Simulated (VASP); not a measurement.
# InSb3 (Pm-3m) in VASP: notebook

Aim: see how the results for InSb3 move with the level of theory and the settings. Levels: PBEsol, LDA. Tasks: single point, relaxation of cell and atoms.

Everything below comes from runs of VASP 6.6.1. Logs are shortened: lines on timing, memory, paths and dates and some standing lists are left out, and cuts for length are marked.

## 1. The cell of the first run

It takes space group Pm-3m (No. 221, cubic). The conventional cell has a = 4.806 Å, b = 4.806 Å, c = 4.806 Å, α = 90.00°, β = 90.00°, γ = 90.00°. In (site symmetry m-3m) has 12 Sb at 3.40 Å within 4.5 Å. Within 4.5 Å of Sb (site symmetry 4/mmm) lie 4 In at 3.40 Å and 8 Sb at 3.40 Å.

## 2. Single point, PBEsol

File INCAR:

```
  PREC = Accurate
  ENCUT = 520
  EDIFF = 1E-6
  ISMEAR = 0
  SIGMA = 0.1
  LREAL = F
  LASPH = T
  NELM = 80
  ALGO = Normal
  ISIF = 2
  LWAVE = F
  LCHARG = T
  GGA = PS
  LELF = T
  LVHAR = T
  NBANDS = 22
```

File KPOINTS:

```
regular mesh
0
Gamma
  4 4 4
```

File POSCAR:

```
InSb3
1.0
    4.8063670000      0.0000000000      0.0000000000
    0.0000000000      4.8063670000      0.0000000000
    0.0000000000      0.0000000000      4.8063670000
In Sb
1 3
Direct
    0.0000000000      0.0000000000      0.0000000000
    0.5000000000      0.0000000000      0.5000000000
    0.0000000000      0.5000000000      0.5000000000
    0.5000000000      0.5000000000      0.0000000000
```

Potentials or basis: VASP PAW PBE potentials, release 64 (In_d, Sb).

Started as:

```
$ cat potpaw_PBE.64/In_d/POTCAR potpaw_PBE.64/Sb/POTCAR > POTCAR
$ mpirun -np 1 vasp_std > vasp.out
```

OUTCAR:

```text
PREC = Accurate
   ENCUT = 520
   EDIFF = 1E-6
   ISMEAR = 0
   LREAL = F
   LASPH = T
   NELM = 80
   ISIF = 2
   GGA = PS

 ion  position               nearest neighbor table
   1  0.000  0.000  0.000-   2 3.40   3 3.40   4 3.40   2 3.40   3 3.40   3 3.40   4 3.40   3 3.40
                             2 3.40   4 3.40   2 3.40   4 3.40
   2  0.500  0.000  0.500-   1 3.40   3 3.40   4 3.40   1 3.40   4 3.40   3 3.40   4 3.40   4 3.40
                             1 3.40   3 3.40   1 3.40   3 3.40
   3  0.000  0.500  0.500-   1 3.40   2 3.40   4 3.40   1 3.40   4 3.40   1 3.40   2 3.40   1 3.40
                             2 3.40   4 3.40   4 3.40   2 3.40
   4  0.500  0.500  0.000-   1 3.40   2 3.40   3 3.40   2 3.40   3 3.40   1 3.40   2 3.40   2 3.40
                             1 3.40   3 3.40   3 3.40   1 3.40

  LATTYP: Found a simple cubic cell.
 ALAT       =     4.8063670000

  Lattice vectors:

 A1 = (   4.8063670000,   0.0000000000,   0.0000000000)
 A2 = (   0.0000000000,   4.8063670000,   0.0000000000)
 A3 = (   0.0000000000,   0.0000000000,   4.8063670000)

Analysis of symmetry for initial positions (statically):
=====================================================================
 Subroutine PRICEL returns:
 Original cell was already a primitive cell.

 Routine SETGRP: Setting up the symmetry group for a
 simple cubic supercell.

 Subroutine GETGRP returns: Found 48 space group operations
 (whereof 48 operations were pure point group operations)
 out of a pool of 48 trial point group operations.

The static configuration has the point symmetry O_h .

Analysis of symmetry for dynamics (positions and initial velocities):
=====================================================================
 Subroutine PRICEL returns:
 Original cell was already a primitive cell.

 Routine SETGRP: Setting up the symmetry group for a
 simple cubic supercell.

 Subroutine GETGRP returns: Found 48 space group operations
 (whereof 48 operations were pure point group operations)
 out of a pool of 48 trial point group operations.

The dynamic configuration has the point symmetry O_h .

 Subroutine INISYM returns: Found 48 space group operations
 (whereof 48 operations are pure point group operations),
 and found     1 'primitive' translations

----------------------------------------------------------------------------------------

                                     Primitive cell

  volume of cell :     111.0327

  direct lattice vectors                    reciprocal lattice vectors
     4.806367000  0.000000000  0.000000000     0.208057354  0.000000000  0.000000000
     0.000000000  4.806367000  0.000000000     0.000000000  0.208057354  0.000000000
     0.000000000  0.000000000  4.806367000     0.000000000  0.000000000  0.208057354

  length of vectors
     4.806367000  4.806367000  4.806367000     0.208057354  0.208057354  0.208057354

  position of ions in fractional coordinates (direct lattice)
     0.000000000  0.000000000  0.000000000
     0.500000000  0.000000000  0.500000000
     0.000000000  0.500000000  0.500000000
     0.500000000  0.500000000  0.000000000

  ion indices of the primitive-cell ions
   primitive index   ion index
                 1           1
                 2           2
                 3           3
                 4           4

----------------------------------------------------------------------------------------

 KPOINTS: regular mesh

Automatic generation of k-mesh.
 Grid dimensions read from file:
 generate k-points for:    4    4    4

 Generating k-lattice:

  Cartesian coordinates                     Fractional coordinates (reciprocal lattice)
     0.052014338  0.000000000  0.000000000     0.250000000  0.000000000  0.000000000
     0.000000000  0.052014338  0.000000000     0.000000000  0.250000000  0.000000000
     0.000000000  0.000000000  0.052014338     0.000000000  0.000000000  0.250000000

  Length of vectors
     0.052014338  0.052014338  0.052014338

  Shift w.r.t. Gamma in fractional coordinates (k-lattice)
     0.000000000  0.000000000  0.000000000

 Subroutine IBZKPT returns following result:
 ===========================================

 Found     10 irreducible k-points:

 Following reciprocal coordinates:
            Coordinates               Weight
  0.000000  0.000000  0.000000      1.000000
  0.250000  0.000000  0.000000      6.000000
  0.500000  0.000000  0.000000      3.000000
  0.250000  0.250000  0.000000     12.000000
  0.500000  0.250000  0.000000     12.000000
  0.500000  0.500000  0.000000      3.000000
  0.250000  0.250000  0.250000      8.000000
  0.500000  0.250000  0.250000     12.000000
  0.500000  0.500000  0.250000      6.000000
  0.500000  0.500000  0.500000      1.000000
   k-points           NKPTS =     10   k-points in BZ     NKDIM =     10   number of bands    NBANDS=     22
   number of dos      NEDOS =    301   number of ions     NIONS =      4
   total plane-waves  NPLWV =  46656
   dimension x,y,z NGX =    36 NGY =   36 NGZ =   36
   dimension x,y,z NGXF=    72 NGYF=   72 NGZF=   72
   ions per type =               1   3
   NGX,Y,Z   is equivalent  to a cutoff of  12.45, 12.45, 12.45 a.u.
   NGXF,Y,Z  is equivalent  to a cutoff of  24.90, 24.90, 24.90 a.u.
 SYSTEM =  unknown system
   PREC   = accura    normal or accurate (medium, high low for compatibility)
   ISTART =      0    job   : 0-new  1-cont  2-samecut
   ICHARG =      2    charge: 1-file 2-atom 10-const
   ISPIN  =      1    spin polarized calculation?
   LNONCOLLINEAR =      F non collinear calculations
   LSORBIT =      F    spin-orbit coupling
   LASPH  =      T    aspherical Exc in radial PAW
   ENCUT  =  520.0 eV  38.22 Ry    6.18 a.u.   8.94  8.94  8.94*2*pi/ulx,y,z
   NELM   =     80;   NELMIN=  2; NELMDL= -5     # of ELM steps
   EDIFF  = 0.1E-05   stopping-criterion for ELM
   LREAL  =      F    real-space projection
   EDIFFG = 0.1E-04   stopping-criterion for IOM
   NSW    =      0    number of steps for IOM
   IBRION =     -1    ionic relax: 0-MD 1-quasi-New 2-CG
   NFREE  =      0    steps in history (QN), initial steepest desc. (CG)
   ISIF   =      2    stress and relaxation
   ISYM   =      2    0-nonsym 1-usesym 2-fastsym
   POTIM  = 0.5000    time-step for ionic-motion
   TEBEG  =    0.0;   TEEND  =   0.0 temperature during run
   PSTRESS=    0.0 pullay stress
   NELECT =      28.0000    total number of electrons
   NUPDOWN=      -1.0000    fix difference up-down
   EMIN   =  10.00;   EMAX   =-10.00  energy-range for DOS
   EFERMI =   0.00;   METHOD = LEGACY
   ISMEAR =     0;   SIGMA  =   0.10  broadening in eV -4-tet -1-fermi 0-gaus
   EFERMI_NEDOS =   21; number of points for ismear=-14 and -15
   IALGO  =     38    algorithm
   IMIX   =      4    mixing-type and parameters
     AMIX     =   0.40;   BMIX     =  1.00
     AMIX_MAG =   1.60;   BMIX_MAG =  1.00
  volume/ion in A,a.u.               =      27.76       187.32
  Fermi-wavevector in a.u.,A,eV,Ry     =   1.034294  1.954532 14.555018  1.069764
  Thomas-Fermi vector in A             =   2.168582
   LORBIT       =      0    0 simple, 1 ext, 2 COOP (PROOUT), +10 PAW based schemes
   GGA     = PS    functional components
   LHFCALC =     F    Hartree Fock is set to
   AEXX    =    0.0000 exact exchange contribution
   IVDW    =     0    specifies the selected vdW correction
   LEPSILON=     F    determine dielectric tensor
   LRPA    =     F    only Hartree local field effects (RPA)
 non-spin polarized calculation
 Gauss-broadening in eV      SIGMA  =   0.10
  energy-cutoff  :      520.00
  volume of cell :      111.03
 maximum number of plane-waves:      3016
 NGX is ok and might be reduce to    36
   NGX = 17   NGY = 17   NGZ = 17

 number of electron      28.0000010 magnetization

 Free energy of the ion-electron system (eV)
  ---------------------------------------------------
  ext. energy  EPLUGINS =         0.00000000
  ---------------------------------------------------
  free energy    TOTEN  =       -16.01316495 eV

  energy without entropy =      -15.99978295  energy(sigma->0) =      -16.00647395

 E-fermi :   7.4764     XC(G=0): -10.1771

 val. band max:        7.4669247129   @ k =   0.5000   0.2500   0.2500
 cond. band min:       7.8053501336   @ k =   0.2500   0.2500   0.2500
 fundamental gap:      0.3384254208
 Fermi energy:         7.4764032118

 k-point     1 :       0.0000    0.0000    0.0000
  band No.  band energies     occupation
      1      -6.8267      2.00000
      2      -6.8267      2.00000
      3      -6.8112      2.00000
      4      -6.8112      2.00000
      5      -6.8112      2.00000
      6      -4.4861      2.00000
[... 14 lines left out ...]
     21      12.5602      0.00000
     22      12.8652      0.00000

 k-point     2 :       0.2500    0.0000    0.0000
  band No.  band energies     occupation
      1      -6.8239      2.00000
      2      -6.8188      2.00000
      3      -6.8169      2.00000
      4      -6.8169      2.00000
      5      -6.8111      2.00000
      6      -4.1101      2.00000
[... 14 lines left out ...]
     21      12.9555      0.00000
     22      13.1610      0.00000

 k-point     3 :       0.5000    0.0000    0.0000
  band No.  band energies     occupation
      1      -6.8225      2.00000
      2      -6.8225      2.00000
      3      -6.8211      2.00000
      4      -6.8110      2.00000
      5      -6.8109      2.00000
      6      -3.3083      2.00000
[... 14 lines left out ...]
     21      11.6772      0.00000
     22      13.7528      0.00000
[... 126 lines left out ...]
 k-point     9 :       0.5000    0.5000    0.2500
  band No.  band energies     occupation
      1      -6.8458      2.00000
      2      -6.8326      2.00000
      3      -6.8326      2.00000
      4      -6.8035      2.00000
      5      -6.7951      2.00000
      6      -1.6188      2.00000
[... 14 lines left out ...]
     21      13.2673      0.00000
     22      15.5240      0.00000

 k-point    10 :       0.5000    0.5000    0.5000
  band No.  band energies     occupation
      1      -6.8437      2.00000
      2      -6.8437      2.00000
      3      -6.8437      2.00000
      4      -6.7941      2.00000
      5      -6.7941      2.00000
      6      -1.2924      2.00000
[... 14 lines left out ...]
     21      14.0272      0.00000
     22      16.0192      0.00000

------------------------ aborting loop because EDIFF is reached ----------------------------------------

  FORCE on cell =-STRESS in cart. coord.  units (eV):
  Direction    XX          YY          ZZ          XY          YZ          ZX
  --------------------------------------------------------------------------------------
  -------------------------------------------------------------------------------------
  Total       -1.6553897     -1.6553897     -1.6553897      0.0000000      0.0000000     -0.0000000
  in kB      -23.8869133    -23.8869133    -23.8869133      0.0000000      0.0000000     -0.0000000
  external PRESSURE =     -23.8869133 kB  Pullay stress =       0.0000000 kB

 VOLUME and BASIS-vectors are now :
 -----------------------------------------------------------------------------
  energy-cutoff  :      520.00
  volume of cell :      111.03
      direct lattice vectors                 reciprocal lattice vectors
     4.806367000  0.000000000  0.000000000     0.208057354  0.000000000  0.000000000
     0.000000000  4.806367000  0.000000000     0.000000000  0.208057354  0.000000000
     0.000000000  0.000000000  4.806367000     0.000000000  0.000000000  0.208057354

 POSITION                                       TOTAL-FORCE (eV/Angst)
 -----------------------------------------------------------------------------------
      0.00000      0.00000      0.00000         0.000000      0.000000      0.000000
      2.40318      0.00000      2.40318         0.000000      0.000000      0.000000
      0.00000      2.40318      2.40318         0.000000      0.000000      0.000000
      2.40318      2.40318      0.00000         0.000000      0.000000      0.000000
 -----------------------------------------------------------------------------------
    total drift:                               -0.000000     -0.000000     -0.000000

  FREE ENERGIE OF THE ION-ELECTRON SYSTEM (eV)
  ---------------------------------------------------
  free  energy   TOTEN  =       -16.0131649462 eV

  energy  without entropy=      -15.9997829501  energy(sigma->0) =      -16.00647395
```

Wall time 30 s (1 thread of Intel Xeon 8259CL, shared host); peak memory 0.21 GiB.

Results:

| Item | Value |
| --- | --- |
| Free energy | -16.0132 eV |
| Pressure | -2.4 GPa |
| Band gap on the k mesh | zero (bands 14 and 15 overlap by 4.58 eV) |

Caveat: the PAW data sets were made with another functional, which shifts forces and pressure a little; spin-orbit coupling is left out, which moves the levels of the heavy elements.

## 3. Single point, PBEsol

This run uses another cell than the first one, of 26.43 Å³/atom.

File INCAR:

```
SYSTEM = InSb3
  PREC = Accurate
  ENCUT = 520
  EDIFF = 1E-7
  ISMEAR = 0
  SIGMA = 0.1
  LREAL = .False.
  LASPH = .True.
  NELM = 100
  ALGO = Normal
  ISIF = 2
  LWAVE = .False.
  LCHARG = .False.
  GGA = PS
  NBANDS = 22
```

File KPOINTS:

```
regular mesh
0
Gamma
  10 10 10
  0 0 0
```

File POSCAR:

```
InSb3
1.0
    4.7282366857      0.0000000000      0.0000000000
    0.0000000000      4.7282366857      0.0000000000
    0.0000000000      0.0000000000      4.7282366857
In Sb
1 3
Direct
    0.0000000000      0.0000000000      0.0000000000
    0.5000000000      0.0000000000      0.5000000000
    0.0000000000      0.5000000000      0.5000000000
    0.5000000000      0.5000000000      0.0000000000
```

Potentials or basis: VASP PAW PBE potentials, release 64 (In_d, Sb).

Started as:

```
$ cat potpaw_PBE.64/In_d/POTCAR potpaw_PBE.64/Sb/POTCAR > POTCAR
$ mpirun -np 1 vasp_std > vasp.out
```

It took 2.4 min on 1 thread of Intel Xeon 8259CL, shared host; peak memory 0.28 GiB.

It converged, with:

| Item | Value |
| --- | --- |
| Free energy | -16.0677 eV |
| Pressure | 0.0 GPa |
| Band gap on the k mesh | zero (bands 14 and 15 overlap by 4.89 eV) |

Levels at points of the mesh, in eV from the Fermi level:
```tsv
k point	band 10	band 11	band 12	band 13	band 14	band 15	band 16	band 17	band 18	band 19
(0.00, 0.00, 0.00)	-4.47	-4.47	-3.54	0.54	0.54	0.54	1.83	1.83	1.83	4.85
(0.50, 0.00, 0.00)	-3.00	-3.00	-2.18	-2.18	-1.13	-0.90	2.31	2.35	2.35	2.67
(0.50, 0.50, 0.00)	-2.47	-1.59	-1.59	-1.40	-1.10	-1.10	-0.32	1.04	3.52	3.78
(0.50, 0.50, 0.50)	-5.19	-5.19	-5.19	-4.85	3.78	3.78	3.89	3.89	3.89	6.70
```

Caveat: the PAW data sets were made with another functional, which shifts forces and pressure a little; spin-orbit coupling is left out, which moves the levels of the heavy elements.

## 4. Relaxation of cell and atoms, PBEsol

File INCAR:

```
SYSTEM = InSb3
ALGO = Normal ; EDIFF = 1E-7
EDIFFG = -0.005 ; ENCUT = 600
GGA = PS ; IBRION = 2
ISIF = 3 ; ISMEAR = 0
LASPH = .True. ; LCHARG = .False.
LREAL = .False. ; LWAVE = .False.
NELM = 100 ; NSW = 100
PREC = Accurate ; SIGMA = 0.1
```

File KPOINTS:

```
k-points
0
Gamma
  10 10 10
  0 0 0
```

File POSCAR:

```
InSb3
1.0
    4.8063670000      0.0000000000      0.0000000000
    0.0000000000      4.8063670000      0.0000000000
    0.0000000000      0.0000000000      4.8063670000
In Sb
1 3
Direct
    0.0000000000      0.0000000000      0.0000000000
    0.5000000000      0.0000000000      0.5000000000
    0.0000000000      0.5000000000      0.5000000000
    0.5000000000      0.5000000000      0.0000000000
```

Started as:

```
$ cat potpaw_PBE.64/In_d/POTCAR potpaw_PBE.64/Sb/POTCAR > POTCAR
$ mpirun -np 1 vasp_std > vasp.out
```

It took 7.3 min on 1 thread of Intel Xeon 8259CL, shared host; peak memory 0.35 GiB.

Results (log left out):

| Quantity | Value |
| --- | --- |
| Free energy | -16.0682 eV |
| Relaxed volume | 26.43 Å³/atom |
| Relaxed cell | a = 4.729 Å, b = 4.729 Å, c = 4.729 Å, α = 90.00°, β = 90.00°, γ = 90.00° |
| Space group after relaxing (to 0.1 Å) | Pm-3m (No. 221) |
| Energy gained by relaxing | 11.4 meV/atom |
| Ionic steps | 3 |
| Pressure after relaxing | 0.0 GPa |
| Band gap on the k mesh | zero (bands 14 and 15 overlap by 4.89 eV) |

Step by step:
```
step  energy change (eV)  largest force (eV/Å)  pressure (GPa)  volume (Å³)
   1              0.0000                0.0000           -2.63       111.03
   2             -0.0393                0.0000            1.11       103.88
   3             -0.0455                0.0000            0.00       105.73
```

Final structure:
```
In Sb
1.0
     4.72853    0.00000    0.00000
     0.00000    4.72853    0.00000
     0.00000    0.00000    4.72853
In Sb
1 3
Direct
  0.00000 0.00000 0.00000
  0.50000 0.00000 0.50000
  0.00000 0.50000 0.50000
  0.50000 0.50000 0.00000
```

Levels at points of the mesh, in eV from the Fermi level:
| k point | band 12 | band 13 | band 14 | band 15 | band 16 | band 17 |
| --- | --- | --- | --- | --- | --- | --- |
| (0.00, 0.00, 0.00) | -3.54 | 0.54 | 0.54 | 0.54 | 1.83 | 1.83 |
| (0.50, 0.00, 0.00) | -2.18 | -2.18 | -1.13 | -0.90 | 2.31 | 2.35 |
| (0.50, 0.50, 0.00) | -1.59 | -1.40 | -1.10 | -1.10 | -0.32 | 1.04 |
| (0.50, 0.50, 0.50) | -5.19 | -4.85 | 3.78 | 3.78 | 3.89 | 3.89 |

Caveat: the PAW data sets were made with another functional, which shifts forces and pressure a little; spin-orbit coupling is left out, which moves the levels of the heavy elements.

## 5. Single point, PBEsol (strained)

File INCAR:

```
SYSTEM = InSb3
ALGO     = Normal         ! electronic algorithm
EDIFF    = 1E-6           ! SCF threshold, eV
ENCUT    = 500            ! plane-wave cutoff, eV
GGA      = PS             ! functional
GGA_COMPAT= .False.      
ISIF     = 2              ! what is computed and relaxed
ISMEAR   = 0              ! smearing method
LASPH    = .True.         ! aspherical terms in the spheres
LCHARG   = .True.         ! write CHGCAR
LELF     = .True.         ! ELF
LREAL    = .False.        ! projectors in reciprocal space
LVHAR    = .True.       
LWAVE    = .False.        ! write WAVECAR
NBANDS   = 22             ! bands
NELM     = 120            ! most SCF steps
PREC     = Accurate       ! precision mode
SIGMA    = 0.1            ! smearing width, eV
```

KPOINTS is that of step 4.

File POSCAR:

```
InSb3
1.0
    4.8904303588      0.0000000000      0.0000000000
    0.0000000000      4.8904303588      0.0000000000
    0.0000000000      0.0000000000      4.8904303588
In Sb
1 3
Direct
    0.0000000000      0.0000000000      0.0000000000
    0.5000000000      0.0000000000      0.5000000000
    0.0000000000      0.5000000000      0.5000000000
    0.5000000000      0.5000000000      0.0000000000
```

Started as:

```
$ cat potpaw_PBE.64/In_d/POTCAR potpaw_PBE.64/Sb/POTCAR > POTCAR
$ mpirun -np 1 vasp_std > vasp.out
```

It took 98 s on 1 thread of Intel Xeon 8259CL, shared host; peak memory 0.25 GiB.

Results (log left out):

- Free energy: -15.8831 eV
- Pressure: -4.8 GPa
- Band gap on the k mesh: zero (bands 14 and 15 overlap by 4.28 eV)

Levels at points of the mesh, in eV from the Fermi level:
```
           k point  band 10  band 11  band 12  band 13  band 14  band 15  band 16  band 17  band 18  band 19
(0.00, 0.00, 0.00)    -3.96    -3.96    -3.52     0.50     0.50     0.50     1.74     1.74     1.74     4.71
(0.50, 0.00, 0.00)    -2.66    -2.66    -1.87    -1.87    -0.93    -0.71     1.83     2.11     2.11     2.31
(0.50, 0.50, 0.00)    -2.37    -1.53    -1.53    -1.18    -0.95    -0.95    -0.45     1.20     3.12     3.31
(0.50, 0.50, 0.50)    -4.60    -4.60    -4.60    -4.60     3.33     3.33     3.41     3.41     3.41     6.18
```

Caveat: the cell differs from its parent crystal (strained); the cell stands under tension; the PAW data sets were made with another functional, which shifts forces and pressure a little; spin-orbit coupling is left out, which moves the levels of the heavy elements.

[end of part 1 of 2]

The gap in the log of VASP goes by the Fermi energy; the results here count the filled bands.